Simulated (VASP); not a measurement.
Input of a VASP 6.6.1 run:

The input INCAR:

```
SYSTEM = W
PREC = Accurate ; ENCUT = 520
EDIFF = 1E-7 ; ISMEAR = -1
SIGMA = 0.1 ; LREAL = .False.
LASPH = .True. ; NELM = 80
ALGO = Normal ; ISIF = 2
LWAVE = .False. ; LCHARG = .False.
GGA = RP ; NBANDS = 21
```

KPOINTS

```
Automatic mesh
0
Gamma
  15 15 7
  0 0 0
```

The input POSCAR:

```
W
1.0
    2.8248220377      0.0000000000      0.0000000000
   -1.4124110189      2.4463676458      0.0000000000
    0.0000000000      0.0000000000      5.0399502807
W
2
Direct
    0.3333333333      0.6666666667      0.2500000000
    0.6666666667      0.3333333333      0.7500000000
```

Potentials or basis: VASP PAW PBE potentials, release 64 (W_sv).

Command:

```sh
$ cat potpaw_PBE.64/W_sv/POTCAR > POTCAR
$ mpirun -np 1 vasp_std > vasp.out
```

**Question.** Estimate the pressure.

**Answer.** -9.5 GPa.

**Question.** What does it give for the band gap on the k mesh?

**Answer.** Zero (band 14 reaches 11.06 eV, above the bottom of band 15 at 9.54 eV).

Stress tensor (GPa, compression positive):
```
-9.99  0.00  0.00
 0.00 -9.99  0.00
 0.00  0.00 -8.41
```

Caveat: the PAW data sets were made with another functional, which shifts forces and pressure a little; spin-orbit coupling is left out, which moves the levels of the heavy elements.
